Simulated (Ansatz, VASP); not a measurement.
## CaO: VASP beside Ansatz

The input INCAR:

```
PREC = Accurate
ENCUT = 910
EDIFF = 1E-6
ISMEAR = 0
SIGMA = 0.01
LREAL = F
LASPH = T
NELM = 120
ALGO = Normal
ISIF = 2
LWAVE = F
LCHARG = T
GGA = CA
LELF = T
LVHAR = T
NBANDS = 15
GGA_COMPAT = F
```

File KPOINTS:

```
Automatic mesh
0
Gamma
  8 8 8
```

The input POSCAR:

```
CaO
1.0
    0.0000000000      2.3657195599      2.3657195599
    2.3657195599      0.0000000000      2.3657195599
    2.3657195599      2.3657195599      0.0000000000
Ca O
1 1
Direct
    0.0000000000      0.0000000000      0.0000000000
    0.5000000000      0.5000000000      0.5000000000
```

Input for Ansatz:

```yaml
crystal:
  lattice:
    - [0.0, 2.36571955993, 2.36571955993]
    - [2.36571955993, 0.0, 2.36571955993]
    - [2.36571955993, 2.36571955993, 0.0]
  atoms:
    - { symbol: Ca, position: [0.0, 0.0, 0.0] }
    - { symbol: O, position: [0.5, 0.5, 0.5] }
kpoints:
  mp_grid: { grid: [8, 8, 8] }
scf:
  occupations: { method: fixed }
  convergence: { dr2_threshold: 1.0e-10 }
hamiltonian:
  xc: lda
  pseudopotentials: { kind: paw }
output:
  forces: true
  stress: true
  eigenstates:
    kpoints:
      - [0.0, 0.0, 0.0]
      - [0.0, -0.5, -0.5]
      - [-0.5, 0.0, -0.5]
      - [-0.5, -0.5, 0.0]
      - [-0.5, 0.0, 0.0]
      - [0.0, -0.5, 0.0]
      - [0.0, 0.0, -0.5]
      - [-0.5, -0.5, -0.5]
  eigenvalues: true
```

Alike in both runs: task single point; functional LDA; k mesh 8 × 8 × 8; no spin polarisation.

|  | VASP | Ansatz |
| --- | --- | --- |
| version | VASP 6.6.1 | Ansatz 0.2.0 |
| potentials or method | VASP PAW LDA potentials, release 64 (Ca_sv, O_h) | PAW with Ansatz's default frozen-core files, scalar-relativistic |
| plane-wave cutoff (eV) | 910 | 420 |
| occupations | gaussian, width 0.01 eV | fixed |
| valence electrons in the cell | 16 | 16 |

|  | VASP | Ansatz | Ansatz less VASP |
| --- | --- | --- | --- |
| gap on the k mesh at the Fermi level (eV) | 3.43 | 3.46 | +0.027 |

LDA's correlation is that of Perdew and Zunger in VASP and of Perdew and Wang (1992) in Ansatz.

Noted on VASP's run: the cutoff is short for stress, so the pressure is rough.
